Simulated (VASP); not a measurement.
Write the native input for VASP 6.6.1 that does the following.

- Task: single point
- Functional: PBEsol
- Dispersion: D4
- Potentials or basis: VASP PAW PBE potentials, release 64 (Ti_sv, O)
- Cutoff: 520 eV
- k mesh: 8 × 8 × 8
- Occupations: fermi-dirac, width 0.05 eV
- Spin: no spin polarisation
- Dipole correction: no
- Further INCAR settings: ALGO = Normal; EDIFF = 1e-06; NBANDS = 60

The structure of TiO2 lies in POSCAR:

```
TiO2
1.0
   -4.3188835127      4.3188835127      1.8759222265
    4.3188835127     -4.3188835127      1.8759222265
    4.3188835127      4.3188835127     -1.8759222265
Ti O
4 8
Direct
    0.2922704871      0.9970934926      0.2893639797
    0.0029065074      0.2922704871      0.2951769945
    0.9970934926      0.7077295129      0.7048230055
    0.7077295129      0.0029065074      0.7106360203
    0.4991192622      0.8488974318      0.3480166939
    0.1617418694      0.1598654746      0.3216073439
    0.1511025682      0.4991192622      0.6502218304
    0.1598654746      0.8382581306      0.9981236052
    0.8401345254      0.1617418694      0.0018763948
    0.8488974318      0.5008807378      0.3497781696
    0.8382581306      0.8401345254      0.6783926561
    0.5008807378      0.1511025682      0.6519833061
```

One way to write it, as run:

INCAR

```
PREC     = Accurate       # precision mode
ENCUT    = 520            # plane-wave cutoff, eV
EDIFF    = 1E-6           # SCF threshold, eV
ISMEAR   = -1             # smearing method
SIGMA    = 0.05           # smearing width, eV
LREAL    = F              # projectors in reciprocal space
LASPH    = T              # aspherical terms in the spheres
NELM     = 60             # most SCF steps
ALGO     = Normal         # electronic algorithm
ISIF     = 2              # what is computed and relaxed
LWAVE    = F              # write WAVECAR
LCHARG   = F              # write CHGCAR
GGA      = PS             # functional
IVDW     = 13             # dispersion correction
NBANDS   = 60             # bands
```

KPOINTS

```
Automatic mesh
0
Gamma
  8 8 8
```

Potentials or basis: VASP PAW PBE potentials, release 64 (Ti_sv, O).

Command:

```console
$ cat potpaw_PBE.64/Ti_sv/POTCAR potpaw_PBE.64/O/POTCAR > POTCAR
$ mpirun -np 1 vasp_std > vasp.out
```

It gave:

* Pressure: 0.7 GPa
* Largest force: 0.081 eV/Å
* Band gap on the k mesh: 1.59 eV, indirect (least direct gap 2.31 eV)
* Dispersion energy per atom: -0.105 eV

Caveat: the PAW data sets were made with another functional, which shifts forces and pressure a little.

It took 11 min on 1 thread of Intel(R) Xeon(R) 6975P-C (Granite Rapids), on a shared host, peak memory 0.63 GiB.
